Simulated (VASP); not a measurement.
Runs of VASP 6.6.1 on As. The structure is that of space group Pm-3m (No. 221), or close to it. The cells are those of the table. 

```csv
cell,k mesh,gap on the mesh (eV),pressure (GPa)
"a = 2.563 Å, 1 atom",13 × 13 × 13,none,16.7
"a = 2.745 Å, 1 atom",13 × 13 × 13,none,-5.9
"a = 2.675 Å, 1 atom",13 × 13 × 13,none,0.3
"a = 2.710 Å, 1 atom",13 × 13 × 13,none,(c)
"a = 2.639 Å, 1 atom",13 × 13 × 13,none,(b)
"a = 2.602 Å, 1 atom",13 × 13 × 13,none,10.1
"a = 2.778 Å, 1 atom",13 × 13 × 13,none,(a)
"a = 2.675 Å, 1 atom",19 × 19 × 19,none,0.5
```

Alike in all rows: task single point; level LDA; potentials or basis VASP PAW LDA potentials, release 64 (As); no spin polarisation; cutoff (eV) 520; smearing fermi-dirac 0.1 eV.

**Question.** Estimate the missing entries.

**Answer.** (a) -8.2; (b) 4.7; (c) -3.2.

A k mesh can miss the band edges, and the runs leave out spin-orbit coupling on As.

A gap of «none» marks levels without a gap at the run's occupations.
